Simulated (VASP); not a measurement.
# HfMoC2 (P4/mmm) in VASP: a series of runs, part 2 of 2

VASP 6.6.1. Earlier steps stand in the parts before.

**3. Single point, LDA**

The input, INCAR:

```
PREC = Accurate
ENCUT = 520
EDIFF = 1E-7
ISMEAR = -1
SIGMA = 0.05
LREAL = F
LASPH = T
NELM = 100
ALGO = Normal
ISIF = 2
LWAVE = F
LCHARG = F
NBANDS = 24
```

The input, KPOINTS:

```
Automatic mesh
0
Gamma
  8 8 6
```

The input, POSCAR:

```
HfMoC2
1.0
    3.1914230000      0.0000000000      0.0000000000
    0.0000000000      3.1914230000      0.0000000000
    0.0000000000      0.0000000000      4.4851640000
Hf Mo C
1 1 2
Direct
    0.0000000000      0.0000000000      0.0000000000
    0.5000000000      0.5000000000      0.5000000000
    0.5000000000      0.5000000000      0.0000000000
    0.0000000000      0.0000000000      0.5000000000
```

Potentials or basis: VASP PAW LDA potentials, release 64 (Hf_pv, Mo_sv, C).

The run is started by

```sh
$ cat potpaw_LDA.64/Hf_pv/POTCAR potpaw_LDA.64/Mo_sv/POTCAR potpaw_LDA.64/C/POTCAR > POTCAR
$ mpirun -np 1 vasp_std > vasp.out
```

OUTCAR:

```text
PREC = Accurate
   ENCUT = 520
   EDIFF = 1E-7
   ISMEAR = -1
   LREAL = F
   LASPH = T
   NELM = 100
   ISIF = 2

 ion  position               nearest neighbor table
   1  0.000  0.000  0.000-   4 2.24   4 2.24   3 2.26   3 2.26   3 2.26   3 2.26   2 3.18   2 3.18
                             2 3.18   2 3.18   2 3.18   2 3.18   2 3.18   2 3.18
   2  0.500  0.500  0.500-   3 2.24   3 2.24   4 2.26   4 2.26   4 2.26   4 2.26   1 3.18   1 3.18
                             1 3.18   1 3.18   1 3.18   1 3.18   1 3.18   1 3.18
   3  0.500  0.500  0.000-   2 2.24   2 2.24   1 2.26   1 2.26   1 2.26   1 2.26
   4  0.000  0.000  0.500-   1 2.24   1 2.24   2 2.26   2 2.26   2 2.26   2 2.26

  LATTYP: Found a simple tetragonal cell.
 ALAT       =     3.1914230000
 C/A-ratio  =     1.4053806092

  Lattice vectors:

 A1 = (   3.1914230000,   0.0000000000,   0.0000000000)
 A2 = (   0.0000000000,   3.1914230000,   0.0000000000)
 A3 = (   0.0000000000,   0.0000000000,   4.4851640000)

Analysis of symmetry for initial positions (statically):
=====================================================================
 Subroutine PRICEL returns:
 Original cell was already a primitive cell.

 Routine SETGRP: Setting up the symmetry group for a
 simple tetragonal supercell.

 Subroutine GETGRP returns: Found 16 space group operations
 (whereof 16 operations were pure point group operations)
 out of a pool of 16 trial point group operations.

The static configuration has the point symmetry D_4h.

Analysis of symmetry for dynamics (positions and initial velocities):
=====================================================================
 Subroutine PRICEL returns:
 Original cell was already a primitive cell.

 Routine SETGRP: Setting up the symmetry group for a
 simple tetragonal supercell.

 Subroutine GETGRP returns: Found 16 space group operations
 (whereof 16 operations were pure point group operations)
 out of a pool of 16 trial point group operations.

The dynamic configuration has the point symmetry D_4h.

 Subroutine INISYM returns: Found 16 space group operations
 (whereof 16 operations are pure point group operations),
 and found     1 'primitive' translations

----------------------------------------------------------------------------------------

                                     Primitive cell

  volume of cell :      45.6822

  direct lattice vectors                    reciprocal lattice vectors
     3.191423000  0.000000000  0.000000000     0.313339849  0.000000000  0.000000000
     0.000000000  3.191423000  0.000000000     0.000000000  0.313339849  0.000000000
     0.000000000  0.000000000  4.485164000     0.000000000  0.000000000  0.222957288

  length of vectors
     3.191423000  3.191423000  4.485164000     0.313339849  0.313339849  0.222957288

  position of ions in fractional coordinates (direct lattice)
     0.000000000  0.000000000  0.000000000
     0.500000000  0.500000000  0.500000000
     0.500000000  0.500000000  0.000000000
     0.000000000  0.000000000  0.500000000

  ion indices of the primitive-cell ions
   primitive index   ion index
                 1           1
                 2           2
                 3           3
                 4           4

----------------------------------------------------------------------------------------

 KPOINTS: Automatic mesh

Automatic generation of k-mesh.
 Grid dimensions read from file:
 generate k-points for:    8    8    6

 Generating k-lattice:

  Cartesian coordinates                     Fractional coordinates (reciprocal lattice)
     0.039167481  0.000000000  0.000000000     0.125000000  0.000000000  0.000000000
     0.000000000  0.039167481  0.000000000     0.000000000  0.125000000  0.000000000
     0.000000000  0.000000000  0.037159548     0.000000000  0.000000000  0.166666667

  Length of vectors
     0.039167481  0.039167481  0.037159548

  Shift w.r.t. Gamma in fractional coordinates (k-lattice)
     0.000000000  0.000000000  0.000000000

 Subroutine IBZKPT returns following result:
 ===========================================

 Found     60 irreducible k-points:

 Following reciprocal coordinates:
            Coordinates               Weight
  0.000000  0.000000  0.000000      1.000000
  0.125000  0.000000  0.000000      4.000000
  0.250000  0.000000  0.000000      4.000000
  0.375000  0.000000  0.000000      4.000000
  0.500000  0.000000  0.000000      2.000000
  0.125000  0.125000  0.000000      4.000000
[... 16 lines left out ...]
  0.375000  0.125000  0.166667     16.000000
  0.500000  0.125000  0.166667      8.000000
 [... further k-points ...]
   k-points           NKPTS =     60   k-points in BZ     NKDIM =     60   number of bands    NBANDS=     24
   number of dos      NEDOS =    301   number of ions     NIONS =      4
   total plane-waves  NPLWV =  20736
   dimension x,y,z NGX =    24 NGY =   24 NGZ =   36
   dimension x,y,z NGXF=    48 NGYF=   48 NGZF=   72
   ions per type =               1   1   2
   NGX,Y,Z   is equivalent  to a cutoff of  12.50, 12.50, 13.34 a.u.
   NGXF,Y,Z  is equivalent  to a cutoff of  25.00, 25.00, 26.69 a.u.
 SYSTEM =  unknown system
   PREC   = accura    normal or accurate (medium, high low for compatibility)
   ISTART =      0    job   : 0-new  1-cont  2-samecut
   ICHARG =      2    charge: 1-file 2-atom 10-const
   ISPIN  =      1    spin polarized calculation?
   LNONCOLLINEAR =      F non collinear calculations
   LSORBIT =      F    spin-orbit coupling
   LASPH  =      T    aspherical Exc in radial PAW
   ENCUT  =  520.0 eV  38.22 Ry    6.18 a.u.   5.93  5.93  8.34*2*pi/ulx,y,z
   NELM   =    100;   NELMIN=  2; NELMDL= -5     # of ELM steps
   EDIFF  = 0.1E-06   stopping-criterion for ELM
   LREAL  =      F    real-space projection
   EDIFFG = 0.1E-05   stopping-criterion for IOM
   NSW    =      0    number of steps for IOM
   IBRION =     -1    ionic relax: 0-MD 1-quasi-New 2-CG
   NFREE  =      0    steps in history (QN), initial steepest desc. (CG)
   ISIF   =      2    stress and relaxation
   ISYM   =      2    0-nonsym 1-usesym 2-fastsym
   POTIM  = 0.5000    time-step for ionic-motion
   TEBEG  =    0.0;   TEEND  =   0.0 temperature during run
   PSTRESS=    0.0 pullay stress
   NELECT =      32.0000    total number of electrons
   NUPDOWN=      -1.0000    fix difference up-down
   EMIN   =  10.00;   EMAX   =-10.00  energy-range for DOS
   EFERMI =   0.00;   METHOD = LEGACY
   ISMEAR =    -1;   SIGMA  =   0.05  broadening in eV -4-tet -1-fermi 0-gaus
   EFERMI_NEDOS =   21; number of points for ismear=-14 and -15
   IALGO  =     38    algorithm
   IMIX   =      4    mixing-type and parameters
     AMIX     =   0.40;   BMIX     =  1.00
     AMIX_MAG =   1.60;   BMIX_MAG =  1.00
  volume/ion in A,a.u.               =      11.42        77.07
  Fermi-wavevector in a.u.,A,eV,Ry     =   1.453927  2.747523 28.761388  2.113902
  Thomas-Fermi vector in A             =   2.571136
   LORBIT       =      0    0 simple, 1 ext, 2 COOP (PROOUT), +10 PAW based schemes
   GGA     = CA    functional components
   LHFCALC =     F    Hartree Fock is set to
   AEXX    =    0.0000 exact exchange contribution
   IVDW    =     0    specifies the selected vdW correction
   LEPSILON=     F    determine dielectric tensor
   LRPA    =     F    only Hartree local field effects (RPA)
 non-spin polarized calculation
  energy-cutoff  :      520.00
  volume of cell :       45.68
 maximum number of plane-waves:      1272
 NGX is ok and might be reduce to    24
   NGX = 11   NGY = 11   NGZ = 17

 number of electron      32.0000000 magnetization

 Free energy of the ion-electron system (eV)
  ---------------------------------------------------
  ext. energy  EPLUGINS =         0.00000000
  ---------------------------------------------------
  free energy    TOTEN  =       -44.86044012 eV

  energy without entropy =      -44.84825022  energy(sigma->0) =      -44.85434517

 E-fermi :   9.2873     XC(G=0): -13.1099

 val. band max:        9.2741928227   @ k =   0.5000   0.0000   0.1667
 cond. band min:       9.3128603295   @ k =   0.1250   0.1250   0.5000
 fundamental gap:      0.0386675069
 Fermi energy:         9.2873194967

 k-point     1 :       0.0000    0.0000    0.0000
  band No.  band energies     occupation
      1     -52.3564      2.00000
      2     -26.6017      2.00000
      3     -26.5388      2.00000
      4     -26.5388      2.00000
      5     -20.9112      2.00000
      6     -20.6063      2.00000
[... 637 lines left out ...]
     23      15.4876      0.00000
     24      17.1391      0.00000

 [... further k-points ...]
[... 5 lines left out ...]
  --------------------------------------------------------------------------------------
  -------------------------------------------------------------------------------------
  Total       -3.4458725     -3.4458725     -4.7059709      0.0000000      0.0000000      0.0000000
  in kB     -120.8544716   -120.8544716   -165.0489441      0.0000000      0.0000000      0.0000000
  external PRESSURE =    -135.5859624 kB  Pullay stress =       0.0000000 kB

 VOLUME and BASIS-vectors are now :
 -----------------------------------------------------------------------------
  energy-cutoff  :      520.00
  volume of cell :       45.68
      direct lattice vectors                 reciprocal lattice vectors
     3.191423000  0.000000000  0.000000000     0.313339849  0.000000000  0.000000000
     0.000000000  3.191423000  0.000000000     0.000000000  0.313339849  0.000000000
     0.000000000  0.000000000  4.485164000     0.000000000  0.000000000  0.222957288

 POSITION                                       TOTAL-FORCE (eV/Angst)
 -----------------------------------------------------------------------------------
      0.00000      0.00000      0.00000         0.000000      0.000000      0.000000
      1.59571      1.59571      2.24258         0.000000      0.000000      0.000000
      1.59571      1.59571      0.00000         0.000000      0.000000      0.000000
      0.00000      0.00000      2.24258         0.000000      0.000000      0.000000
 -----------------------------------------------------------------------------------
    total drift:                                0.000000     -0.000000     -0.000000

  FREE ENERGIE OF THE ION-ELECTRON SYSTEM (eV)
  ---------------------------------------------------
  free  energy   TOTEN  =       -44.8604401221 eV

  energy  without entropy=      -44.8482502232  energy(sigma->0) =      -44.85434517
```

OSZICAR:

```text
N       E                     dE             d eps       ncg     rms          rms(c)
DAV:   1     0.218216663367E+03    0.21822E+03   -0.17955E+04  2888   0.134E+03
DAV:   2    -0.435036799761E+02   -0.26172E+03   -0.24846E+03  3520   0.373E+02
DAV:   3    -0.525726519002E+02   -0.90690E+01   -0.89528E+01  3696   0.630E+01
DAV:   4    -0.526726775357E+02   -0.10003E+00   -0.99995E-01  3200   0.693E+00
DAV:   5    -0.526739557723E+02   -0.12782E-02   -0.12780E-02  3808   0.717E-01    0.748E+01
DAV:   6    -0.467007898388E+02    0.59732E+01   -0.38700E+01  3168   0.384E+01    0.344E+01
DAV:   7    -0.462515991063E+02    0.44919E+00   -0.14888E+01  3192   0.309E+01    0.384E+01
DAV:   8    -0.448831990152E+02    0.13684E+01   -0.27764E+00  3152   0.125E+01    0.656E+00
DAV:   9    -0.448631005627E+02    0.20098E-01   -0.15681E-01  3440   0.248E+00    0.212E+00
DAV:  10    -0.448610394155E+02    0.20611E-02   -0.16893E-02  3496   0.944E-01    0.918E-01
DAV:  11    -0.448604798543E+02    0.55956E-03   -0.12751E-03  3608   0.275E-01    0.150E-01
DAV:  12    -0.448604445894E+02    0.35265E-04   -0.24534E-04  3304   0.110E-01    0.271E-02
DAV:  13    -0.448604412682E+02    0.33212E-05   -0.13484E-05  3568   0.226E-02    0.131E-02
DAV:  14    -0.448604401551E+02    0.11131E-05   -0.31141E-06  3552   0.119E-02    0.150E-02
DAV:  15    -0.448604401221E+02    0.32992E-07   -0.35919E-07  3056   0.398E-03
   1 F= -.44860440E+02 E0= -.44854345E+02  d E =-.121899E-01
```

stdout:

```text
POSCAR found type information on POSCAR HfMoC
 POSCAR found :  3 types and       4 ions
 scaLAPACK will be used
 LDA part: xc-table for (Slater(with rela. corr.)+CA(PZ))
 , standard interpolation
 POSCAR, INCAR and KPOINTS ok, starting setup
 FFT: planning ... GRIDC
 FFT: planning ... GRID_SOFT
 FFT: planning ... GRID
 WAVECAR not read
 entering main loop
```

Wall time 44 s (1 thread of Intel Xeon Platinum 8259CL at 2.50GHz (Skylake/Cascade Lake), shared host); peak memory 0.19 GiB.

Results:

```
Free energy            : -44.8604 eV
Pressure               : -13.6 GPa
Band gap on the k mesh : zero (band 16 reaches 10.41 eV, above the bottom of band 17 at 7.85 eV)
```

Levels at points of the mesh, in eV from the Fermi level:
```
           k point  band 13  band 14  band 15  band 16  band 17  band 18  band 19  band 20
(0.00, 0.00, 0.00)    -1.35    -1.17    -1.17    -0.42    -0.39     0.09     0.12     0.12
(0.50, 0.00, 0.00)    -4.22    -3.76    -3.67    -0.40     0.97     2.22     3.18     3.20
(0.50, 0.50, 0.00)    -3.81    -1.24    -1.00    -1.00    -0.91     1.09     1.41     2.51
(0.00, 0.00, 0.50)    -2.16    -2.16    -1.72    -1.72    -1.44    -0.28     2.11     2.11
(0.50, 0.00, 0.50)    -5.14    -4.34    -4.25     1.02     1.09     1.77     4.47     5.26
(0.50, 0.50, 0.50)    -4.18    -4.14    -4.14     1.13     1.13     1.41     3.06     3.06
```

Caveat: spin-orbit coupling is left out, which moves the levels of the heavy elements.

**4. Single point, PBE**

The input, INCAR:

```
SYSTEM = HfMoC2
ALGO     = Normal         ! electronic algorithm
EDIFF    = 1E-6           ! SCF threshold, eV
ENCUT    = 520            ! plane-wave cutoff, eV
GGA      = PE             ! functional
ISIF     = 2              ! what is computed and relaxed
ISMEAR   = -1             ! smearing method
LASPH    = .True.         ! aspherical terms in the spheres
LCHARG   = .False.        ! write CHGCAR
LREAL    = .False.        ! projectors in reciprocal space
LWAVE    = .False.        ! write WAVECAR
NBANDS   = 24             ! bands
NELM     = 60             ! most SCF steps
PREC     = Accurate       ! precision mode
SIGMA    = 0.05           ! smearing width, eV
```

The input, KPOINTS:

```
k-points
0
Gamma
  8 8 6
  0 0 0
```

POSCAR is that of step 3.

Potentials or basis: VASP PAW PBE potentials, release 64 (Hf_pv, Mo_sv, C).

The run is started by

```sh
$ cat potpaw_PBE.64/Hf_pv/POTCAR potpaw_PBE.64/Mo_sv/POTCAR potpaw_PBE.64/C/POTCAR > POTCAR
$ mpirun -np 1 vasp_std > vasp.out
```

Run time: 39 s. Hardware: 1 thread of Intel Xeon Platinum 8259CL at 2.50GHz (Skylake/Cascade Lake), shared host; peak memory 0.2 GiB.

Results (log left out):

| Quantity | Value |
| --- | --- |
| Free energy | -40.7878 eV |
| Pressure | -1.3 GPa |
| Band gap on the k mesh | zero (band 16 reaches 10.49 eV, above the bottom of band 17 at 8.01 eV) |

Stress tensor (GPa, compression positive):
```
 0.07  0.00  0.00
 0.00  0.07  0.00
 0.00  0.00 -4.16
```

Levels at points of the mesh, in eV from the Fermi level:
```csv
k point,band 13,band 14,band 15,band 16,band 17,band 18,band 19,band 20
"(0.00, 0.00, 0.00)",-1.34,-1.21,-1.21,-0.39,-0.37,0.07,0.09,0.09
"(0.50, 0.00, 0.00)",-4.26,-3.77,-3.68,-0.41,0.96,2.20,3.14,3.29
"(0.50, 0.50, 0.00)",-3.84,-1.27,-1.05,-1.05,-0.96,1.09,1.40,2.49
"(0.00, 0.00, 0.50)",-2.20,-2.20,-1.72,-1.72,-1.39,-0.28,2.08,2.08
"(0.50, 0.00, 0.50)",-5.14,-4.35,-4.25,1.02,1.07,1.76,4.55,5.34
"(0.50, 0.50, 0.50)",-4.19,-4.19,-4.19,1.09,1.09,1.41,3.12,3.12
```

Caveat: spin-orbit coupling is left out, which moves the levels of the heavy elements.

**5. Summary**

```tsv
level	potentials or basis	gap on the mesh (eV)	pressure (GPa)
PBEsol	VASP PAW PBE potentials, release 64 (Hf_pv, Mo_sv, C)	none	-8.9
LDA	VASP PAW LDA potentials, release 64 (Hf_pv, Mo_sv, C)	none	-13.6
PBE	VASP PAW PBE potentials, release 64 (Hf_pv, Mo_sv, C)	none	-1.3
```

Alike in all rows: task single point; no spin polarisation; cell as given; k mesh 8 × 8 × 6; cutoff (eV) 520; smearing fermi-dirac 0.05 eV.

Caveats: spin-orbit coupling is left out, which moves the levels of the heavy elements; the PAW data sets were made with another functional, which shifts forces and pressure a little (some runs).

Absolute energies hang on the potentials; compare differences alone.
